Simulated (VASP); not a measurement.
# RuCl2 (P-3m1) in VASP: a series of runs

The runs below take RuCl2 through relaxation of shape and atoms at fixed volume, single point, with PBE.

Everything below comes from runs of VASP 6.6.1. Logs are shortened: lines on timing, memory, paths and dates and some standing lists are left out, and cuts for length are marked.

### 1 The cell of the first run

The structure is trigonal, space group P-3m1 (No. 164). Conventional cell: a = 3.577 Å, b = 3.577 Å, c = 6.067 Å, α = 90.00°, β = 90.00°, γ = 120.00°. Ru (site symmetry -3m) has 6 Cl at 2.40 Å within 3.2 Å. Cl (site symmetry 3m) has 3 Ru at 2.40 Å and 3 Cl at 3.19 Å within 3.2 Å.

### 2 Relaxation of shape and atoms at fixed volume, PBE (22.41 Å³/atom)

Input file INCAR:

```
SYSTEM = RuCl2
PREC     = Accurate       ! precision mode
ENCUT    = 600            ! plane-wave cutoff, eV
EDIFF    = 1E-6           ! SCF threshold, eV
ISMEAR   = 0              ! smearing method
SIGMA    = 0.05           ! smearing width, eV
LREAL    = .False.        ! projectors in reciprocal space
LASPH    = .True.         ! aspherical terms in the spheres
NELM     = 80             ! most SCF steps
ALGO     = Normal         ! electronic algorithm
ISIF     = 4              ! what is computed and relaxed
LWAVE    = .False.        ! write WAVECAR
LCHARG   = .False.        ! write CHGCAR
GGA      = PE             ! functional
IBRION   = 2              ! ionic algorithm
NSW      = 60             ! ionic steps
EDIFFG   = -0.01          ! ionic threshold
```

Input file KPOINTS:

```
regular mesh
0
Gamma
  12 12 6
  0 0 0
```

Input file POSCAR:

```
RuCl2
1.0
    3.5773080034      0.0000000000      0.0000000000
   -1.7886540017      3.0980396081      0.0000000000
    0.0000000000      0.0000000000      6.0668546692
Ru Cl
1 2
Direct
    0.0000000000      0.0000000000      0.0000000000
    0.3333333333      0.6666666667      0.2005431161
    0.6666666667      0.3333333333      0.7994568839
```

Potentials or basis: VASP PAW PBE potentials, release 64 (Ru_pv, Cl).

Launch:

```
cat potpaw_PBE.64/Ru_pv/POTCAR potpaw_PBE.64/Cl/POTCAR > POTCAR
mpirun -np 1 vasp_std > vasp.out
```

OUTCAR:

```text
SYSTEM = RuCl2
   PREC = Accurate
   ENCUT = 600
   EDIFF = 1E-6
   ISMEAR = 0
   LREAL = .False.
   LASPH = .True.
   NELM = 80
   ISIF = 4
   GGA = PE
   IBRION = 2
   NSW = 60
   EDIFFG = -0.01

 ion  position               nearest neighbor table
   1  0.000  0.000  0.000-   2 2.40   3 2.40   2 2.40   3 2.40   3 2.40   2 2.40
   2  0.333  0.667  0.201-   1 2.40   1 2.40   1 2.40
   3  0.667  0.333  0.799-   1 2.40   1 2.40   1 2.40

  LATTYP: Found a hexagonal cell.
 ALAT       =     3.5773080034
 C/A-ratio  =     1.6959274022

  Lattice vectors:

 A1 = (   3.5773080034,   0.0000000000,   0.0000000000)
 A2 = (  -1.7886540017,   3.0980396081,   0.0000000000)
 A3 = (   0.0000000000,   0.0000000000,   6.0668546692)

Analysis of symmetry for initial positions (statically):
=====================================================================
 Subroutine PRICEL returns:
 Original cell was already a primitive cell.

 Routine SETGRP: Setting up the symmetry group for a
 hexagonal supercell.

 Subroutine GETGRP returns: Found 12 space group operations
 (whereof 12 operations were pure point group operations)
 out of a pool of 24 trial point group operations.

The static configuration has the point symmetry D_3d.

Analysis of symmetry for dynamics (positions and initial velocities):
=====================================================================
 Subroutine PRICEL returns:
 Original cell was already a primitive cell.

 Routine SETGRP: Setting up the symmetry group for a
 hexagonal supercell.

 Subroutine GETGRP returns: Found 12 space group operations
 (whereof 12 operations were pure point group operations)
 out of a pool of 24 trial point group operations.

The dynamic configuration has the point symmetry D_3d.

 Subroutine INISYM returns: Found 12 space group operations
 (whereof 12 operations are pure point group operations),
 and found     1 'primitive' translations

----------------------------------------------------------------------------------------

                                     Primitive cell

  volume of cell :      67.2368

  direct lattice vectors                    reciprocal lattice vectors
     3.577308003  0.000000000  0.000000000     0.279539810  0.161392385  0.000000000
    -1.788654002  3.098039608  0.000000000     0.000000000  0.322784769  0.000000000
[... 96 lines left out ...]
   TEBEG  =    0.0;   TEEND  =   0.0 temperature during run
   PSTRESS=    0.0 pullay stress
   NELECT =      28.0000    total number of electrons
   NUPDOWN=      -1.0000    fix difference up-down
   EMIN   =  10.00;   EMAX   =-10.00  energy-range for DOS
   EFERMI =   0.00;   METHOD = LEGACY
   ISMEAR =     0;   SIGMA  =   0.05  broadening in eV -4-tet -1-fermi 0-gaus
   EFERMI_NEDOS =   21; number of points for ismear=-14 and -15
   IALGO  =     38    algorithm
   IMIX   =      4    mixing-type and parameters
     AMIX     =   0.40;   BMIX     =  1.00
     AMIX_MAG =   1.60;   BMIX_MAG =  1.00
  volume/ion in A,a.u.               =      22.41       151.25
  Fermi-wavevector in a.u.,A,eV,Ry     =   1.222527  2.310241 20.334898  1.494573
  Thomas-Fermi vector in A             =   2.357671
   LORBIT       =      0    0 simple, 1 ext, 2 COOP (PROOUT), +10 PAW based schemes
   GGA     = PE    functional components
   LHFCALC =     F    Hartree Fock is set to
   AEXX    =    0.0000 exact exchange contribution
   IVDW    =     0    specifies the selected vdW correction
   LEPSILON=     F    determine dielectric tensor
   LRPA    =     F    only Hartree local field effects (RPA)
 conjugate gradient relaxation of ions
 non-spin polarized calculation
 Gauss-broadening in eV      SIGMA  =   0.05
  energy-cutoff  :      600.00
  volume of cell :       67.24
 maximum number of plane-waves:      2274
 NGX is ok and might be reduce to    30
   NGX = 15   NGY = 15   NGZ = 25

--------------------------------------- Ionic step        1  -------------------------------------------

 number of electron      28.0000002 magnetization

 Free energy of the ion-electron system (eV)
  ---------------------------------------------------
  ext. energy  EPLUGINS =         0.00000000
  ---------------------------------------------------
  free energy    TOTEN  =       -13.73186735 eV

  energy without entropy =      -13.73186735  energy(sigma->0) =      -13.73186735

------------------------ aborting loop because EDIFF is reached ----------------------------------------

  FORCE on cell =-STRESS in cart. coord.  units (eV):
  Direction    XX          YY          ZZ          XY          YZ          ZX
  --------------------------------------------------------------------------------------
  -------------------------------------------------------------------------------------
  Total        0.6575497      0.6575497      0.4083816      0.0000000      0.0000000      0.0000000
  in kB       15.6686750     15.6686750      9.7312764      0.0000000      0.0000000      0.0000000
  external PRESSURE =      13.6895422 kB  Pullay stress =       0.0000000 kB
[... 172 lines left out ...]
--------------------------------------- Ionic step        6  -------------------------------------------

 number of electron      27.9999999 magnetization

 Free energy of the ion-electron system (eV)
  ---------------------------------------------------
  ext. energy  EPLUGINS =         0.00000000
  ---------------------------------------------------
  free energy    TOTEN  =       -13.73586568 eV

  energy without entropy =      -13.73586568  energy(sigma->0) =      -13.73586568

 E-fermi :   4.6188     XC(G=0):  -9.1949

 val. band max:        4.3366676935   @ k =   0.1667  -0.0000   0.5000
 cond. band min:       5.3903074649   @ k =   0.0000   0.2500   0.3333
 fundamental gap:      1.0536397714
 Fermi energy:         4.6187951436

 k-point     1 :       0.0000    0.0000    0.0000
  band No.  band energies     occupation
      1     -37.7969      2.00000
      2     -37.7969      2.00000
      3     -37.6905      2.00000
      4     -13.0641      2.00000
      5     -11.9181      2.00000
      6      -2.2855      2.00000
[... 481 lines left out ...]
      5     -11.9668      2.00000
      6      -2.0344      2.00000
[... 10 lines left out ...]
     17       9.2652      0.00000
     18      10.4203      0.00000

 [... further k-points ...]

------------------------ aborting loop because EDIFF is reached ----------------------------------------

  FORCE on cell =-STRESS in cart. coord.  units (eV):
  Direction    XX          YY          ZZ          XY          YZ          ZX
  --------------------------------------------------------------------------------------
  -------------------------------------------------------------------------------------
  Total        0.0724745      0.0724745      0.0684433      0.0000000     -0.0000000      0.0000000
  in kB        1.7269865      1.7269865      1.6309277      0.0000000     -0.0000000      0.0000000
  external PRESSURE =       1.6949669 kB  Pullay stress =       0.0000000 kB
[... 18 lines left out ...]
  FREE ENERGIE OF THE ION-ELECTRON SYSTEM (eV)
  ---------------------------------------------------
  free  energy   TOTEN  =       -13.7358656774 eV

  energy  without entropy=      -13.7358656774  energy(sigma->0) =      -13.73586568

 reached required accuracy - stopping structural energy minimisation
```

OSZICAR:

```text
N       E                     dE             d eps       ncg     rms          rms(c)
DAV:   1     0.253215537109E+03    0.25322E+03   -0.16411E+04  3808   0.160E+03
DAV:   2    -0.179897576211E+01   -0.25501E+03   -0.25109E+03  4580   0.372E+02
DAV:   3    -0.137294842672E+02   -0.11931E+02   -0.11870E+02  4076   0.814E+01
[... 45 lines left out ...]
DAV:   2    -0.137359522813E+02    0.47102E-03   -0.12809E-03  4062   0.257E-01    0.668E-02
DAV:   3    -0.137358761323E+02    0.76149E-04   -0.29659E-04  4682   0.111E-01    0.257E-02
DAV:   4    -0.137358671832E+02    0.89491E-05   -0.26379E-05  4594   0.373E-02    0.158E-02
DAV:   5    -0.137358656930E+02    0.14903E-05   -0.44677E-06  4008   0.169E-02    0.662E-03
DAV:   6    -0.137358656774E+02    0.15576E-07   -0.14309E-06  2146   0.797E-03
   6 F= -.13735866E+02 E0= -.13735866E+02  d E =-.201355E-03
```

CONTCAR:

```text
RuCl2
   1.00000000000000
     3.5959029398048479    0.0000000000000000    0.0000000000000000
    -1.7979514699024239    3.1141432954079167   -0.0000000000000000
     0.0000000000000000   -0.0000000000000000    6.0042717279993516
  Ru              Cl
     1     2
Direct
     1.0000000000000000    1.0000000000000000    1.0000000000000000
     0.3333333332999970    0.6666666667000030    0.2035887356958477
     0.6666666667000030    0.3333333332999970    0.7964112643041523

  0.00000000E+00  0.00000000E+00  0.00000000E+00
  0.00000000E+00  0.00000000E+00  0.00000000E+00
  0.00000000E+00  0.00000000E+00  0.00000000E+00
```

Run time: 11 min. Hardware: 1 thread of Intel Xeon 8259CL, shared host; peak memory 0.3 GiB.

What came out:

- Free energy: -13.7359 eV
- Energy gained by relaxing: 1.3 meV/atom
- Ionic steps: 6
- Pressure after relaxing: 0.2 GPa
- Band gap on the k mesh: 1.05 eV (least direct gap 1.07 eV)

Step by step:
```csv
step,energy change (eV),largest force (eV/Å),pressure (GPa),volume (Å³)
1,0.0000,0.1498,1.37,67.24
2,-0.0023,0.0869,0.95,67.24
3,-0.0038,0.0140,0.26,67.24
4,-0.0038,0.0203,0.22,67.24
5,-0.0040,0.0075,0.19,67.24
6,-0.0040,0.0007,0.17,67.24
```

Final structure:
```
Ru Cl
1.0
     3.59590    0.00000    0.00000
    -1.79795    3.11414    0.00000
     0.00000    0.00000    6.00427
Ru Cl
1 2
Direct
  0.00000 0.00000 0.00000
  0.33333 0.66667 0.20359
  0.66667 0.33333 0.79641
```

Caveat: this functional lacks dispersion, which binds layers or chains, so the pressure and a relaxed spacing across them are unreliable.

### 3 Single point, PBE (22.41 Å³/atom)

Input file INCAR:

```
  ALGO = Normal
  EDIFF = 1E-7
  ENCUT = 520
  GGA = PE
  ISIF = 2
  ISMEAR = 0
  LASPH = T
  LCHARG = T
  LELF = T
  LREAL = F
  LVHAR = T
  LWAVE = F
  NBANDS = 21
  NELM = 60
  PREC = Accurate
  SIGMA = 0.05
```

Input file KPOINTS:

```
k-points
0
Gamma
  12 12 6
```

Input file POSCAR:

```
RuCl2
1.0
    3.5954616724      0.0000000000      0.0000000000
   -1.7977308362      3.1137611466      0.0000000000
    0.0000000000      0.0000000000      6.0057456150
Ru Cl
1 2
Direct
    0.0000000000      0.0000000000      0.0000000000
    0.3333333333      0.6666666667      0.2036029348
    0.6666666667      0.3333333333      0.7963970652
```

Potentials or basis: VASP PAW PBE potentials, release 64 (Ru_pv, Cl).

Launch:

```
cat potpaw_PBE.64/Ru_pv/POTCAR potpaw_PBE.64/Cl/POTCAR > POTCAR
mpirun -np 1 vasp_std > vasp.out
```

Wall time 2.8 min (1 thread of Oxide Virtual Turin-like, shared host); peak memory 0.24 GiB.

The run converged. Its results:

* Free energy: -13.7352 eV
* Pressure: 0.1 GPa
* Band gap on the k mesh: 1.05 eV (least direct gap 1.07 eV)

Levels at points of the mesh, in eV from the valence-band top:
```
           k point  band 12  band 13  band 14  band 15  band 16  band 17
(0.00, 0.00, 0.00)    -1.27    -1.27    -0.17     1.79     1.79     3.71
(0.50, 0.00, 0.00)    -1.16    -0.46    -0.34     1.84     1.85     5.96
(0.00, 0.00, 0.50)    -1.28    -1.28    -0.10     1.85     1.85     5.05
(0.50, 0.00, 0.50)    -1.20    -0.47    -0.34     1.77     1.87     5.46
```

Caveat: this functional lacks dispersion, which binds layers or chains, so the pressure and a relaxed spacing across them are unreliable. A k mesh can miss the band edges.

### 4 Single point, PBE (22.77 Å³/atom)

This run uses another cell than the first one, of 22.77 Å³/atom.

Input file INCAR:

```
SYSTEM = RuCl2
PREC = Accurate
ENCUT = 520
EDIFF = 1E-6
ISMEAR = 0
SIGMA = 0.05
LREAL = .FALSE.
LASPH = .TRUE.
NELM = 60
ALGO = Normal
ISIF = 2
LWAVE = .FALSE.
LCHARG = .TRUE.
GGA = PE
LELF = .TRUE.
LVHAR = .TRUE.
NBANDS = 21
```

Input file KPOINTS:

```
Automatic mesh
0
G
  12 12 6
  0 0 0
```

Input file POSCAR:

```
RuCl2
1.0
    3.5961362870      0.0000000000      0.0000000000
   -1.7980681435      3.1143453800      0.0000000000
    0.0000000000      0.0000000000      6.0987860714
Ru Cl
1 2
Direct
    0.0000000000      0.0000000000      0.0000000000
    0.3333333333      0.6666666667      0.2005431161
    0.6666666667      0.3333333333      0.7994568839
```

Launch:

```
cat potpaw_PBE.64/Ru_pv/POTCAR potpaw_PBE.64/Cl/POTCAR > POTCAR
mpirun -np 1 vasp_std > vasp.out
```

Wall time 1.8 min (1 thread of Oxide Virtual Turin-like, shared host); peak memory 0.24 GiB.

It converged, with:

```
Free energy            : -13.7362 eV
Pressure               : 0.1 GPa
Band gap on the k mesh : 1.06 eV (least direct gap 1.07 eV)
```

Levels at points of the mesh, in eV from the valence-band top:
```
           k point  band 11  band 12  band 13  band 14  band 15  band 16  band 17  band 18
(0.00, 0.00, 0.00)    -3.36    -1.27    -1.27    -0.17     1.80     1.80     3.68     5.03
(0.50, 0.00, 0.00)    -4.32    -1.16    -0.46    -0.34     1.85     1.85     5.95     6.08
(0.00, 0.00, 0.50)    -3.53    -1.27    -1.27    -0.10     1.85     1.85     5.03     5.41
(0.50, 0.00, 0.50)    -4.02    -1.19    -0.46    -0.33     1.78     1.87     5.47     5.68
```

Caveat: this functional lacks dispersion, which binds layers or chains, so the pressure and a relaxed spacing across them are unreliable.

### 5 Single point, PBE (23.24 Å³/atom)

This run uses another cell than the first one, of 23.24 Å³/atom.

Input file INCAR:

```
SYSTEM = RuCl2
PREC = Accurate
ENCUT = 520
EDIFF = 1E-7
ISMEAR = 0
SIGMA = 0.05
LREAL = .FALSE.
LASPH = .TRUE.
NELM = 60
ALGO = Normal
ISIF = 2
LWAVE = .FALSE.
LCHARG = .FALSE.
GGA = PE
NBANDS = 21
```

Input file KPOINTS:

```
regular mesh
0
G
  12 12 6
  0 0 0
```

Input file POSCAR:

```
RuCl2
1.0
    3.5964384127      0.0000000000      0.0000000000
   -1.7982192063      3.1146070285      0.0000000000
    0.0000000000      0.0000000000      6.2247981309
Ru Cl
1 2
Direct
    0.0000000000      0.0000000000      0.0000000000
    0.3333333333      0.6666666667      0.1965849454
    0.6666666667      0.3333333333      0.8034150546
```

Launch:

```
cat potpaw_PBE.64/Ru_pv/POTCAR potpaw_PBE.64/Cl/POTCAR > POTCAR
mpirun -np 1 vasp_std > vasp.out
```

Wall time 2.6 min (1 thread of Oxide Virtual Turin-like, shared host); peak memory 0.24 GiB.

It converged, with:

- Free energy: -13.7370 eV
- Pressure: 0.0 GPa
- Band gap on the k mesh: 1.07 eV (least direct gap 1.08 eV)

Forces on the atoms (eV/Å):
```
Ru   0.000  0.000  0.000
Cl   0.000  0.000 -0.002
Cl   0.000  0.000  0.002
```

Levels at points of the mesh, in eV from the valence-band top:
```
           k point  band 11  band 12  band 13  band 14  band 15  band 16  band 17  band 18
(0.00, 0.00, 0.00)    -3.40    -1.26    -1.26    -0.16     1.81     1.81     3.64     5.05
(0.50, 0.00, 0.00)    -4.29    -1.16    -0.46    -0.33     1.84     1.85     5.93     6.05
(0.00, 0.00, 0.50)    -3.52    -1.26    -1.26    -0.10     1.85     1.85     5.01     5.34
(0.50, 0.00, 0.50)    -4.04    -1.19    -0.46    -0.33     1.79     1.88     5.49     5.68
```

Caveat: this functional lacks dispersion, which binds layers or chains, so the pressure and a relaxed spacing across them are unreliable. A k mesh can miss the band edges.

### 6 Overview

```tsv
task	cell	cutoff (eV)	gap on the mesh (eV)	pressure (GPa)
relaxation of shape and atoms at fixed volume	relaxed from a = 3.577, b = 3.577, c = 6.067 Å, angles 90.0, 90.0, 120.0°, 3 atoms, atomic positions A	600	1.05	0.2
single point	a = 3.595, b = 3.595, c = 6.006 Å, angles 90.0, 90.0, 120.0°, 3 atoms, atomic positions B	520	1.05	0.1
single point	a = 3.596, b = 3.596, c = 6.099 Å, angles 90.0, 90.0, 120.0°, 3 atoms, atomic positions A	520	1.06	0.1
single point	a = 3.596, b = 3.596, c = 6.225 Å, angles 90.0, 90.0, 120.0°, 3 atoms, atomic positions C	520	1.07	0.0
```

Alike in all rows: level PBE; potentials or basis VASP PAW PBE potentials, release 64 (Ru_pv, Cl); no spin polarisation; k mesh 12 × 12 × 6; smearing gaussian 0.05 eV.

Caveats: this functional lacks dispersion, which binds layers or chains, so the pressure and a relaxed spacing across them are unreliable.

Absolute energies hang on the potentials; compare differences alone.
